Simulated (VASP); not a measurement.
The system is MoS2.

```
Mo S
1.0
     3.16900    0.00000    0.00000
    -1.58450    2.74443    0.00000
     0.00000    0.00000   12.32400
Mo S
2 4
Cartesian
  0.0000 1.8296 3.0810
  1.5845 0.9148 9.2430
  0.0000 1.8296 7.6779
  1.5845 0.9148 1.5159
  0.0000 1.8296 10.8081
  1.5845 0.9148 4.6461
```

- Program: VASP 6.6.1
- Task: relaxation of cell and atoms
- Functional: PBEsol
- Potentials or basis: VASP PAW PBE potentials, release 64 (Mo_sv, S)
- Cutoff: 600 eV
- k mesh: 10 × 10 × 4
- Occupations: fermi-dirac, width 0.08 eV
- Spin: no spin polarisation

At the start: pressure -3.0 GPa; volume 17.86 Å³/atom.

Task: How do energy, volume and symmetry change on relaxing?

Result: Over 22 steps the energy falls by 4.4 meV/atom and the volume is 17.89 Å³/atom (+0.1 %); space group P6_3/mmc (No. 194, to 0.1 Å) before and after.

Step by step:
```tsv
step	energy change (eV)	largest force (eV/Å)	pressure (GPa)	volume (Å³)
1	0.0000	0.3125	-2.99	107.18
2	0.0575	0.7657	6.48	102.09
3	-0.0204	0.0328	-0.02	105.42
4	-0.0204	0.0398	0.06	105.38
5	-0.0228	0.0407	0.13	105.22
6	-0.0228	0.0415	0.13	105.21
7	-0.0232	0.0505	0.02	105.40
8	-0.0240	0.0768	-0.31	105.94
9	-0.0237	0.1291	-0.94	107.04
10	-0.0242	0.0955	-0.54	106.35
11	-0.0243	0.0926	-0.54	106.37
12	-0.0246	0.0835	-0.51	106.42
13	-0.0251	0.0672	-0.41	106.54
14	-0.0258	0.0326	-0.23	106.77
15	-0.0261	0.0371	0.11	107.23
16	-0.0262	0.0226	0.03	107.14
17	-0.0262	0.0190	0.02	107.11
18	-0.0262	0.0152	0.00	107.15
19	-0.0264	0.0033	-0.01	107.26
20	-0.0263	0.0199	-0.04	107.48
21	-0.0264	0.0044	-0.02	107.33
22	-0.0264	0.0015	0.00	107.33
```

Final structure:
```
Mo S
1.0
     3.14142    0.00000    0.00000
    -1.57071    2.72055    0.00000
     0.00000    0.00000   12.55878
Mo S
2 4
Direct
  0.33333 0.66667 0.25000
  0.66667 0.33333 0.75000
  0.33333 0.66667 0.62586
  0.66667 0.33333 0.12586
  0.33333 0.66667 0.87414
  0.66667 0.33333 0.37414
```

Caveat: the PAW data sets were made with another functional, which shifts forces and pressure a little; this functional lacks dispersion, which binds layers or chains, so the pressure and a relaxed spacing across them are unreliable.
